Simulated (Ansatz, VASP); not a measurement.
# Rh in VASP and in Ansatz

```
CELL_PARAMETERS angstrom
2.70137 0.00000 0.00000
-1.35069 2.33946 0.00000
0.00000 0.00000 4.37174
ATOMIC_POSITIONS crystal
Rh 0.33333 0.66667 0.25000
Rh 0.66667 0.33333 0.75000
```

Alike in both runs: task relaxation of cell and atoms; functional PBE; k mesh 18 × 18 × 10; occupations gaussian, width 0.1 eV; no spin polarisation.

|  | VASP | Ansatz |
| --- | --- | --- |
| version | VASP 6.6.1 | Ansatz 0.2.0 |
| potentials or method | VASP PAW PBE potentials, release 64 (Rh_pv), cutoff 600 eV | scalar-relativistic, plane waves, PAW |
| valence electrons in the cell | 30 | 34 |

|  | VASP | Ansatz | Ansatz less VASP |
| --- | --- | --- | --- |
| gap on the k mesh at the Fermi level, each at its own relaxed structure (eV) | none | none | - |
| relaxed volume (Å³/atom) | 14.09 | 14.10 | +0.011 |
| relaxed cell length with the largest relative difference (Å) | 4.384 | 4.386 | +0.0015 |

A gap of «none» marks a metal or a gap that the smearing closes. VASP's potentials hold 30 valence electrons a cell and Ansatz's 34, so a difference there can come from the potentials and not from the codes.
